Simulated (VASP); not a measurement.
# SiC (P6_3mc) in VASP: further runs, part 2 of 4

VASP 6.6.1.

### 3 Single point, PBE (zz strain of +3 %)

Contents of INCAR:

```
SYSTEM = SiC
PREC = Accurate ; ENCUT = 520
EDIFF = 1E-7 ; ISMEAR = -1
SIGMA = 0.08 ; LREAL = .FALSE.
LASPH = .TRUE. ; NELM = 100
ALGO = Normal ; ISIF = 2
LWAVE = .FALSE. ; LCHARG = .TRUE.
GGA = PE ; LELF = .TRUE.
LVHAR = .TRUE. ; NBANDS = 16
```

Contents of KPOINTS:

```
Automatic mesh
0
G
  15 15 8
  0 0 0
```

Contents of POSCAR:

```
SiC
1.0
    3.0759982064      0.0000000000      0.0000000000
   -1.5379991032      2.6638925888      0.0000000000
    0.0000000000      0.0000000000      5.1994400000
Si C
2 2
Direct
    0.3333333333      0.6666666667      0.0000000000
    0.6666666667      0.3333333333      0.5000000000
    0.3333333333      0.6666666667      0.3850000000
    0.6666666667      0.3333333333      0.8850000000
```

Potentials or basis: VASP PAW PBE potentials, release 64 (Si, C).

Run with:

```bash
$ cat potpaw_PBE.64/Si/POTCAR potpaw_PBE.64/C/POTCAR > POTCAR
$ mpirun -np 1 vasp_std > vasp.out
```

OUTCAR:

```text
SYSTEM = SiC
   PREC = Accurate
   ENCUT = 520
   EDIFF = 1E-7
   ISMEAR = -1
   LREAL = .FALSE.
   LASPH = .TRUE.
   NELM = 100
   ISIF = 2
   GGA = PE

 ion  position               nearest neighbor table
   1  0.333  0.667  0.000-   4 1.87   4 1.87   4 1.87   3 2.00   2 3.15   2 3.15   2 3.15   2 3.15
                             2 3.15   2 3.15
   2  0.667  0.333  0.500-   3 1.87   3 1.87   3 1.87   4 2.00   1 3.15   1 3.15   1 3.15   1 3.15
                             1 3.15   1 3.15
   3  0.333  0.667  0.385-   2 1.87   2 1.87   2 1.87   1 2.00
   4  0.667  0.333  0.885-   1 1.87   1 1.87   1 1.87   2 2.00

  LATTYP: Found a hexagonal cell.
 ALAT       =     3.0759982064
 C/A-ratio  =     1.6903260831

  Lattice vectors:

 A1 = (   3.0759982064,   0.0000000000,   0.0000000000)
 A2 = (  -1.5379991032,   2.6638925888,   0.0000000000)
 A3 = (   0.0000000000,   0.0000000000,   5.1994400000)

Analysis of symmetry for initial positions (statically):
=====================================================================
 Subroutine PRICEL returns:
 Original cell was already a primitive cell.

 Routine SETGRP: Setting up the symmetry group for a
 hexagonal supercell.

 Subroutine GETGRP returns: Found 12 space group operations
 (whereof  6 operations were pure point group operations)
 out of a pool of 24 trial point group operations.

The static configuration has the point symmetry C_3v.
 The point group associated with its full space group is C_6v.

Analysis of symmetry for dynamics (positions and initial velocities):
=====================================================================
 Subroutine PRICEL returns:
[... 123 lines left out ...]
   TEBEG  =    0.0;   TEEND  =   0.0 temperature during run
   PSTRESS=    0.0 pullay stress
   NELECT =      16.0000    total number of electrons
   NUPDOWN=      -1.0000    fix difference up-down
   EMIN   =  10.00;   EMAX   =-10.00  energy-range for DOS
   EFERMI =   0.00;   METHOD = LEGACY
   ISMEAR =    -1;   SIGMA  =   0.08  broadening in eV -4-tet -1-fermi 0-gaus
   EFERMI_NEDOS =   21; number of points for ismear=-14 and -15
   IALGO  =     38    algorithm
   IMIX   =      4    mixing-type and parameters
     AMIX     =   0.40;   BMIX     =  1.00
     AMIX_MAG =   1.60;   BMIX_MAG =  1.00
  volume/ion in A,a.u.               =      10.65        71.88
  Fermi-wavevector in a.u.,A,eV,Ry     =   1.181123  2.231998 18.980821  1.395051
  Thomas-Fermi vector in A             =   2.317402
   LORBIT       =      0    0 simple, 1 ext, 2 COOP (PROOUT), +10 PAW based schemes
   GGA     = PE    functional components
   LHFCALC =     F    Hartree Fock is set to
   AEXX    =    0.0000 exact exchange contribution
   IVDW    =     0    specifies the selected vdW correction
   LEPSILON=     F    determine dielectric tensor
   LRPA    =     F    only Hartree local field effects (RPA)
 non-spin polarized calculation
  energy-cutoff  :      520.00
  volume of cell :       42.60
 maximum number of plane-waves:      1172
 NGX is ok and might be reduce to    24
   NGX = 11   NGY = 11   NGZ = 19

 number of electron      15.9999999 magnetization

 Free energy of the ion-electron system (eV)
  ---------------------------------------------------
  ext. energy  EPLUGINS =         0.00000000
  ---------------------------------------------------
  free energy    TOTEN  =       -30.01494148 eV

  energy without entropy =      -30.01494147  energy(sigma->0) =      -30.01494147

 E-fermi :   9.2139     XC(G=0): -11.2199

 val. band max:        7.9475538318   @ k =   0.0000   0.0000   0.0000
 cond. band min:      10.3863127777   @ k =   0.3333   0.3333   0.0000
 fundamental gap:      2.4387589459
 Fermi energy:         9.2139474940

 k-point     1 :       0.0000    0.0000    0.0000
  band No.  band energies     occupation
      1      -7.4234      2.00000
      2      -4.2744      2.00000
      3      -0.4700      2.00000
      4       6.6959      2.00000
      5       6.6959      2.00000
      6       7.8182      2.00000
[... 433 lines left out ...]
      3       0.5582      2.00000
      4       1.6681      2.00000
      5       2.4413      2.00000
      6       3.4899      2.00000
[... 8 lines left out ...]
     15      18.5722      0.00000
     16      19.9740      0.00000

 [... further k-points ...]
[... 5 lines left out ...]
  --------------------------------------------------------------------------------------
  -------------------------------------------------------------------------------------
  Total        1.0757448      1.0757448     -3.5859909      0.0000000      0.0000000     -0.0000000
  in kB       40.4539065     40.4539065   -134.8529352      0.0000000      0.0000000     -0.0000000
  external PRESSURE =     -17.9817074 kB  Pullay stress =       0.0000000 kB

 VOLUME and BASIS-vectors are now :
 -----------------------------------------------------------------------------
  energy-cutoff  :      520.00
  volume of cell :       42.60
      direct lattice vectors                 reciprocal lattice vectors
     3.075998206  0.000000000  0.000000000     0.325097719  0.187695255  0.000000000
    -1.537999103  2.663892589  0.000000000     0.000000000  0.375390511  0.000000000
     0.000000000  0.000000000  5.199440000     0.000000000  0.000000000  0.192328405

 POSITION                                       TOTAL-FORCE (eV/Angst)
 -----------------------------------------------------------------------------------
     -0.00000      1.77593      0.00000        -0.000000      0.000000      0.845210
      1.53800      0.88796      2.59972         0.000000     -0.000000      0.845210
     -0.00000      1.77593      2.00178         0.000000      0.000000     -0.845210
      1.53800      0.88796      4.60150         0.000000      0.000000     -0.845210
 -----------------------------------------------------------------------------------
    total drift:                               -0.000000      0.000000      0.000118

  FREE ENERGIE OF THE ION-ELECTRON SYSTEM (eV)
  ---------------------------------------------------
  free  energy   TOTEN  =       -30.0149414766 eV

  energy  without entropy=      -30.0149414724  energy(sigma->0) =      -30.01494147
```

OSZICAR:

```text
N       E                     dE             d eps       ncg     rms          rms(c)
DAV:   1     0.260135411884E+02    0.26014E+02   -0.70930E+03  4320   0.892E+02
DAV:   2    -0.310051228626E+02   -0.57019E+02   -0.51814E+02  6168   0.158E+02
DAV:   3    -0.336146259152E+02   -0.26095E+01   -0.25982E+01  5728   0.309E+01
DAV:   4    -0.336345613352E+02   -0.19935E-01   -0.19932E-01  5216   0.332E+00
DAV:   5    -0.336347604220E+02   -0.19909E-03   -0.19908E-03  5640   0.314E-01    0.122E+01
DAV:   6    -0.300872297296E+02    0.35475E+01   -0.64546E+00  5432   0.155E+01    0.543E+00
DAV:   7    -0.300325848413E+02    0.54645E-01   -0.10573E+00  6160   0.598E+00    0.244E+00
DAV:   8    -0.300160707242E+02    0.16514E-01   -0.45922E-02  4920   0.139E+00    0.618E-01
DAV:   9    -0.300145910173E+02    0.14797E-02   -0.75360E-03  5672   0.588E-01    0.127E-01
DAV:  10    -0.300149084764E+02   -0.31746E-03   -0.10662E-03  5224   0.191E-01    0.585E-02
DAV:  11    -0.300149404605E+02   -0.31984E-04   -0.87491E-05  5184   0.672E-02    0.146E-02
DAV:  12    -0.300149408205E+02   -0.35998E-06   -0.66384E-06  5728   0.171E-02    0.462E-03
DAV:  13    -0.300149414492E+02   -0.62872E-06   -0.96104E-07  5320   0.631E-03    0.230E-03
DAV:  14    -0.300149414766E+02   -0.27420E-07   -0.48837E-08  3416   0.151E-03
   1 F= -.30014941E+02 E0= -.30014941E+02  d E =-.427194E-08
```

Wall time 47 s (1 thread of Intel Xeon Platinum 8488C (Sapphire Rapids), shared host); peak memory 0.2 GiB.

What came out:

* Free energy: -30.0149 eV
* Pressure: -1.8 GPa
* Largest force: 0.845 eV/Å
* Band gap on the k mesh: 2.44 eV, indirect (least direct gap 4.30 eV)

Forces in eV/Å, atoms in the order of the input:
```
Si   0.000  0.000  0.845
Si   0.000  0.000  0.845
C    0.000  0.000 -0.845
C    0.000  0.000 -0.845
```

Stress tensor (GPa, compression positive):
```
  4.05   0.00   0.00
  0.00   4.05   0.00
  0.00   0.00 -13.49
```

Levels at points of the mesh, in eV from the valence-band top:
```csv
k point,band 6,band 7,band 8,band 9,band 10,band 11
"(0.00, 0.00, 0.00)",-0.13,-0.13,0.00,4.96,5.28,6.71
"(0.00, 0.00, 0.50)",-0.73,-0.73,-0.73,5.92,5.92,7.35
```

Caveat: the cell differs from its parent crystal (zz strain of +3 %). A k mesh can miss the band edges.

(Part 2 of 4 ends here.)
